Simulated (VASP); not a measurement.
# BP (I-4m2) in VASP: notebook

BP is run at these levels: r2SCAN; tasks: single point.

Everything below comes from runs of VASP 6.6.1. Logs are shortened: lines on timing, memory, paths and dates and some standing lists are left out, and cuts for length are marked.

## (1) The cell of the first run

It takes space group I-4m2 (No. 119, tetragonal). Conventional cell: a = 3.209 Å, b = 3.209 Å, c = 4.266 Å, α = 90.00°, β = 90.00°, γ = 90.00°. Within 2.6 Å of B (site symmetry -4m2) lie 4 P at 1.93 Å. P (site symmetry -4m2) has 4 B at 1.93 Å within 2.6 Å.

## (2) Single point, r2SCAN (strain -0.0600 x Voigt [0, 1, 0, 0, 0, 0])

Input file POSCAR:

```
BP
1.0
    0.0000000000      2.1328600000      2.2690000000
    2.2690000000      0.0000000000      2.2690000000
    2.2690000000      2.1328600000      0.0000000000
B P
1 1
Direct
    0.0000000000      0.0000000000      0.0000000000
    0.7500000000      0.7500000000      0.7500000000
```

Input file INCAR.step1:

```
PREC     = Accurate       # precision mode
ENCUT    = 520            # plane-wave cutoff, eV
ISMEAR   = 0              # smearing method
SIGMA    = 0.05           # smearing width, eV
LREAL    = False          # projectors in reciprocal space
LASPH    = True           # aspherical terms in the spheres
NELM     = 60             # most SCF steps
NBANDS   = 11             # bands
GGA      = PE             # functional
ALGO     = Normal         # electronic algorithm
EDIFF    = 1E-4           # SCF threshold, eV
LWAVE    = True           # write WAVECAR
LCHARG   = False          # write CHGCAR
```

Input file INCAR.step2:

```
PREC     = Accurate       # precision mode
ENCUT    = 520            # plane-wave cutoff, eV
EDIFF    = 1E-6           # SCF threshold, eV
ISMEAR   = 0              # smearing method
SIGMA    = 0.05           # smearing width, eV
LREAL    = False          # projectors in reciprocal space
LASPH    = True           # aspherical terms in the spheres
NELM     = 60             # most SCF steps
ALGO     = Normal         # electronic algorithm
ISIF     = 2              # what is computed and relaxed
LWAVE    = False          # write WAVECAR
LCHARG   = True           # write CHGCAR
METAGGA  = R2SCAN         # meta-GGA
LMIXTAU  = True         
LELF     = True           # ELF
LVHAR    = True         
NBANDS   = 11             # bands
ISTART   = 1
```

Input file KPOINTS:

```
Automatic mesh
0
Gamma
  8 8 8
```

Potentials or basis: VASP PAW PBE potentials, release 64 (B, P).

Run with:

```console
> cat potpaw_PBE.64/B/POTCAR potpaw_PBE.64/P/POTCAR > POTCAR
> cp INCAR.step1 INCAR
> mpirun -np 1 vasp_std > vasp.out
> cp INCAR.step2 INCAR
> mpirun -np 1 vasp_std > vasp.out
```

OUTCAR:

```text
PREC = Accurate
   ENCUT = 520
   EDIFF = 1E-6
   ISMEAR = 0
   LREAL = False
   LASPH = True
   NELM = 60
   ISIF = 2
   METAGGA = R2SCAN
   ISTART = 1

 ion  position               nearest neighbor table
   1  0.000  0.000  0.000-   2 1.93   2 1.93   2 1.93   2 1.93
   2  0.750  0.750  0.750-   1 1.93   1 1.93   1 1.93   1 1.93

  LATTYP: Found a body centered tetragonal cell.
 ALAT       =     3.2088505730
 C/A-ratio  =     1.3293607486

  Lattice vectors:

 A1 = (   0.0000000000,  -2.1328600000,   2.2690000000)
 A2 = (   0.0000000000,  -2.1328600000,  -2.2690000000)
 A3 = (   2.2690000000,   2.1328600000,   0.0000000000)

Analysis of symmetry for initial positions (statically):
=====================================================================
 Subroutine PRICEL returns:
 Original cell was already a primitive cell.

 Routine SETGRP: Setting up the symmetry group for a
 body centered tetragonal supercell.

 Subroutine GETGRP returns: Found  8 space group operations
 (whereof  8 operations were pure point group operations)
 out of a pool of 16 trial point group operations.

The static configuration has the point symmetry D_2d.

Analysis of symmetry for dynamics (positions and initial velocities):
=====================================================================
 Subroutine PRICEL returns:
 Original cell was already a primitive cell.

 Routine SETGRP: Setting up the symmetry group for a
 body centered tetragonal supercell.

 Subroutine GETGRP returns: Found  8 space group operations
 (whereof  8 operations were pure point group operations)
 out of a pool of 16 trial point group operations.

The dynamic configuration has the point symmetry D_2d.

 Subroutine INISYM returns: Found  8 space group operations
 (whereof  8 operations are pure point group operations),
 and found     1 'primitive' translations

----------------------------------------------------------------------------------------

                                     Primitive cell

  volume of cell :      21.9615

  direct lattice vectors                    reciprocal lattice vectors
     0.000000000  2.132860000  2.269000000    -0.220361393  0.234427013  0.220361393
     2.269000000  0.000000000  2.269000000     0.220361393 -0.234427013  0.220361393
     2.269000000  2.132860000  0.000000000     0.220361393  0.234427013 -0.220361393

  length of vectors
     3.114073342  3.208850573  3.114073342     0.389967065  0.389967065  0.389967065

  position of ions in fractional coordinates (direct lattice)
[... 88 lines left out ...]
   TEBEG  =    0.0;   TEEND  =   0.0 temperature during run
   PSTRESS=    0.0 pullay stress
   NELECT =       8.0000    total number of electrons
   NUPDOWN=      -1.0000    fix difference up-down
   EMIN   =  10.00;   EMAX   =-10.00  energy-range for DOS
   EFERMI =   0.00;   METHOD = LEGACY
   ISMEAR =     0;   SIGMA  =   0.05  broadening in eV -4-tet -1-fermi 0-gaus
   EFERMI_NEDOS =   21; number of points for ismear=-14 and -15
   IALGO  =     38    algorithm
   IMIX   =      4    mixing-type and parameters
     AMIX     =   0.40;   BMIX     =  1.00
     AMIX_MAG =   1.60;   BMIX_MAG =  1.00
  volume/ion in A,a.u.               =      10.98        74.10
  Fermi-wavevector in a.u.,A,eV,Ry     =   1.169188  2.209445 18.599175  1.367001
  Thomas-Fermi vector in A             =   2.305664
   LORBIT       =      0    0 simple, 1 ext, 2 COOP (PROOUT), +10 PAW based schemes
   METAGGA = R2SCAN    functional components
   LHFCALC =     F    Hartree Fock is set to
   AEXX    =    0.0000 exact exchange contribution
   IVDW    =     0    specifies the selected vdW correction
   LEPSILON=     F    determine dielectric tensor
   LRPA    =     F    only Hartree local field effects (RPA)
 non-spin polarized calculation
 Gauss-broadening in eV      SIGMA  =   0.05
  energy-cutoff  :      520.00
  volume of cell :       21.96
 maximum number of plane-waves:       608
   NGX = 11   NGY = 11   NGZ = 11

 number of electron       8.0000000 magnetization

 Free energy of the ion-electron system (eV)
  ---------------------------------------------------
  ext. energy  EPLUGINS =         0.00000000
  ---------------------------------------------------
  free energy    TOTEN  =       -17.21562130 eV

  energy without entropy =      -17.21562130  energy(sigma->0) =      -17.21562130

 E-fermi :   8.7656     XC(G=0): -11.7866

 val. band max:        8.5641719651   @ k =   0.0000   0.0000   0.0000
 cond. band min:       8.9773270054   @ k =   0.3750   0.0000   0.3750
 fundamental gap:      0.4131550403
 Fermi energy:         8.7655784933

 k-point     1 :       0.0000    0.0000    0.0000
  band No.  band energies     occupation
      1      -8.6947      2.00000
      2       7.9457      2.00000
      3       7.9457      2.00000
      4       8.5642      2.00000
      5      11.6579      0.00000
      6      12.0438      0.00000
      7      12.0438      0.00000
      8      17.1186      0.00000
      9      20.0961      0.00000
     10      21.0478      0.00000
     11      21.7148      0.00000
[... 309 lines left out ...]
 k-point    24 :       0.3750    0.0000    0.1250
  band No.  band energies     occupation
      1      -6.2049      2.00000
      2       0.8468      2.00000
      3       5.2083      2.00000
      4       6.0793      2.00000
      5      11.6482      0.00000
      6      14.6260      0.00000
      7      15.0157      0.00000
      8      16.4179      0.00000
      9      22.0453      0.00000
     10      23.1072      0.00000
     11      24.6388      0.00000

 [... further k-points ...]

------------------------ aborting loop because EDIFF is reached ----------------------------------------

  FORCE on cell =-STRESS in cart. coord.  units (eV):
  Direction    XX          YY          ZZ          XY          YZ          ZX
  --------------------------------------------------------------------------------------
  -------------------------------------------------------------------------------------
  Total        0.7097364      3.0642926      0.7097364      0.0000000      0.0000000      0.0000000
  in kB       51.7781264    223.5524730     51.7781264      0.0000000      0.0000000      0.0000000
  external PRESSURE =     109.0362419 kB  Pullay stress =       0.0000000 kB

 VOLUME and BASIS-vectors are now :
 -----------------------------------------------------------------------------
  energy-cutoff  :      520.00
  volume of cell :       21.96
      direct lattice vectors                 reciprocal lattice vectors
     0.000000000  2.132860000  2.269000000    -0.220361393  0.234427013  0.220361393
     2.269000000  0.000000000  2.269000000     0.220361393 -0.234427013  0.220361393
     2.269000000  2.132860000  0.000000000     0.220361393  0.234427013 -0.220361393

 POSITION                                       TOTAL-FORCE (eV/Angst)
 -----------------------------------------------------------------------------------
      0.00000      0.00000      0.00000         0.000000     -0.000000      0.000000
      3.40350      3.19929      3.40350        -0.000000      0.000000     -0.000000
 -----------------------------------------------------------------------------------
    total drift:                               -0.000000      0.000000     -0.000000

  FREE ENERGIE OF THE ION-ELECTRON SYSTEM (eV)
  ---------------------------------------------------
  free  energy   TOTEN  =       -17.2156212995 eV

  energy  without entropy=      -17.2156212995  energy(sigma->0) =      -17.21562130
```

OSZICAR.step1:

```text
N       E                     dE             d eps       ncg     rms          rms(c)
DAV:   1     0.952253103266E+01    0.95225E+01   -0.39822E+03  1298   0.658E+02
DAV:   2    -0.130912266930E+02   -0.22614E+02   -0.21802E+02  1848   0.114E+02
DAV:   3    -0.136643362886E+02   -0.57311E+00   -0.57148E+00  1626   0.155E+01
DAV:   4    -0.136664845849E+02   -0.21483E-02   -0.21481E-02  1480   0.111E+00
DAV:   5    -0.136664949888E+02   -0.10404E-04   -0.10404E-04  1619   0.773E-02    0.786E+00
DAV:   6    -0.129439429518E+02    0.72255E+00   -0.15684E+00  1484   0.560E+00    0.422E+00
DAV:   7    -0.128339326385E+02    0.11001E+00   -0.29325E-01  1626   0.270E+00    0.141E+00
DAV:   8    -0.128254055821E+02    0.85271E-02   -0.29064E-02  1509   0.995E-01    0.214E-01
DAV:   9    -0.128257108300E+02   -0.30525E-03   -0.70463E-04  1546   0.184E-01    0.144E-01
DAV:  10    -0.128258954435E+02   -0.18461E-03   -0.23372E-04  1453   0.972E-02    0.303E-02
DAV:  11    -0.128259051079E+02   -0.96644E-05   -0.10756E-05   718   0.218E-02
   1 F= -.12825905E+02 E0= -.12825905E+02  d E =-.217578E-06
```

It took 42 s on 1 thread of Intel Xeon 8259CL, shared host; peak memory 0.14 GiB.

What came out:

```
Free energy            : -17.2156 eV
Pressure               : 10.9 GPa
Band gap on the k mesh : 0.41 eV, indirect (least direct gap 3.09 eV)
```

Caveat: the cell differs from its parent crystal (strain -0.0600 x Voigt [0, 1, 0, 0, 0, 0]); the PAW data sets were made with another functional, which shifts forces and pressure a little. A k mesh can miss the band edges.

## (3) Single point, r2SCAN (strain -0.0450 x Voigt [0, 1, 0, 0, 0, 0])

Input file POSCAR:

```
BP
1.0
    0.0000000000      2.1668950000      2.2690000000
    2.2690000000      0.0000000000      2.2690000000
    2.2690000000      2.1668950000      0.0000000000
B P
1 1
Direct
    0.0000000000      0.0000000000      0.0000000000
    0.7500000000      0.7500000000      0.7500000000
```

Input file INCAR.step1:

```
SYSTEM = BP
PREC = Accurate ; ENCUT = 520
ISMEAR = 0 ; SIGMA = 0.05
LREAL = .False. ; LASPH = .True.
NELM = 60 ; NBANDS = 11
GGA = PE ; ALGO = Normal
EDIFF = 1E-4 ; LWAVE = .True.
LCHARG = .False.
```

Input file INCAR.step2:

```
SYSTEM = BP
PREC = Accurate ; ENCUT = 520
EDIFF = 1E-7 ; ISMEAR = 0
SIGMA = 0.05 ; LREAL = .False.
LASPH = .True. ; NELM = 60
ALGO = Normal ; ISIF = 2
LWAVE = .False. ; LCHARG = .False.
METAGGA = R2SCAN ; LMIXTAU = .True.
NBANDS = 11 ; ISTART = 1
```

Input file KPOINTS:

```
regular mesh
0
Gamma
  8 8 8
  0 0 0
```

Potentials or basis: VASP PAW PBE potentials, release 64 (B, P).

Run with:

```console
> cat potpaw_PBE.64/B/POTCAR potpaw_PBE.64/P/POTCAR > POTCAR
> cp INCAR.step1 INCAR
> mpirun -np 1 vasp_std > vasp.out
> cp INCAR.step2 INCAR
> mpirun -np 1 vasp_std > vasp.out
```

It took 65 s on 1 thread of Intel Xeon 8259CL, shared host; peak memory 0.14 GiB.

It converged, with:

- Free energy: -17.2581 eV
- Pressure: 7.7 GPa
- Band gap on the k mesh: 0.69 eV, indirect (least direct gap 3.22 eV)

Stress tensor (GPa, compression positive):
```
 3.41  0.00  0.00
 0.00 16.35  0.00
 0.00  0.00  3.41
```

Levels at points of the mesh, in eV from the valence-band top:
```tsv
k point	band 1	band 2	band 3	band 4	band 5	band 6	band 7	band 8
(0.00, 0.00, 0.00)	-17.00	-0.47	-0.47	0.00	3.22	3.51	3.51	8.42
(0.50, 0.00, 0.00)	-13.32	-10.16	-2.55	-1.92	3.83	4.49	5.30	10.82
(0.50, 0.50, 0.00)	-11.75	-9.84	-4.69	-4.60	1.33	1.80	12.60	13.68
(0.50, 0.00, 0.50)	-11.25	-9.38	-5.17	-5.17	0.77	1.09	13.16	13.16
```

Caveat: the cell differs from its parent crystal (strain -0.0450 x Voigt [0, 1, 0, 0, 0, 0]); the PAW data sets were made with another functional, which shifts forces and pressure a little. A k mesh can miss the band edges.
